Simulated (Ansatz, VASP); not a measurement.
## Au in VASP and in Ansatz

POSCAR

```
Au
1.0
    2.8902925737      0.0000000000      0.0000000000
   -1.4451462869      2.5030667932      0.0000000000
    0.0000000000      0.0000000000     29.5941470806
Au
7
Direct
    0.3333333333      0.6666666667      0.2534284897
    0.6666666667      0.3333333333      0.3356189932
    0.3333333333      0.6666666667      0.4178094966
    0.6666666667      0.3333333333      0.5000000000
    0.3333333333      0.6666666667      0.5821905034
    0.6666666667      0.3333333333      0.6643810068
    0.3333333333      0.6666666667      0.7465715103
```

File INCAR.step1:

```
PREC = Accurate
ENCUT = 520
ISMEAR = 1
SIGMA = 0.2
LREAL = False
LASPH = True
NELM = 80
LDIPOL = True
IDIPOL = 3
DIPOL = 0.5 0.5 0.500
NBANDS = 48
GGA = PE
ALGO = Normal
EDIFF = 1E-4
LWAVE = True
LCHARG = False
```

Contents of INCAR.step2:

```
PREC = Accurate
ENCUT = 520
EDIFF = 1E-6
ISMEAR = 1
SIGMA = 0.2
LREAL = False
LASPH = True
NELM = 80
ALGO = Normal
ISIF = 2
LWAVE = False
LCHARG = True
LDIPOL = True
IDIPOL = 3
DIPOL = 0.5 0.5 0.500
METAGGA = R2SCAN
LMIXTAU = True
LELF = True
LVHAR = True
LVACPOTAV = True
NBANDS = 48
ISTART = 1
```

The input KPOINTS:

```
regular mesh
0
Gamma
  12 12 1
```

Input for Ansatz:

```yaml
crystal:
  lattice:
    - [2.8902925737, 0.0, 0.0]
    - [-1.4451462869, 2.5030667932, 0.0]
    - [0.0, 0.0, 29.5941470806]
  atoms:
    - { symbol: Au, position: [0.3333333333, 0.6666666667, 0.2534284897] }
    - { symbol: Au, position: [0.6666666667, 0.3333333333, 0.3356189932] }
    - { symbol: Au, position: [0.3333333333, 0.6666666667, 0.4178094966] }
    - { symbol: Au, position: [0.6666666667, 0.3333333333, 0.5] }
    - { symbol: Au, position: [0.3333333333, 0.6666666667, 0.5821905034] }
    - { symbol: Au, position: [0.6666666667, 0.3333333333, 0.6643810068] }
    - { symbol: Au, position: [0.3333333333, 0.6666666667, 0.7465715103] }
basis:
  ecutwfc: 500
kpoints:
  mp_grid: { grid: [12, 12, 1] }
hamiltonian:
  xc: r2scan
scf:
  occupations: { method: methfessel_paxton, width: 0.2 }
output:
  forces: true
  stress: true
  eigenvalues: true
efield:
  axis: 3
  dipole_correction: true
  ramp_width: 0.04
```

Alike in both runs: task single point; functional r2SCAN; k mesh 12 × 12 × 1; occupations methfessel-paxton of order 1, width 0.2 eV; no spin polarisation.

```csv
,VASP,Ansatz
version,VASP 6.6.1,Ansatz 0.2.0
potentials or method,"VASP PAW PBE potentials, release 64 (Au), cutoff 520 eV","scalar-relativistic, plane waves, PAW"
valence electrons in the cell,77,133
```

```tsv
	VASP	Ansatz	Ansatz less VASP
gap on the k mesh at the Fermi level (eV)	none	none	-
rms of the force components (eV/Å)	0.048	0.046	-0.0018
work function, face that differs most (eV)	5.19	5.18	-0.009
```

VASP's potentials were made for PBE, not for r2SCAN. Atom by atom the forces differ by 0.004 eV/Å (rms over components). A gap of «none» marks a metal or a gap that the smearing closes. The functional is the same, so the differences come from potentials, cutoffs and numerics. VASP's potentials hold 77 valence electrons a cell and Ansatz's 133, so a difference there can come from the potentials and not from the codes.

Spin-orbit coupling is off throughout.
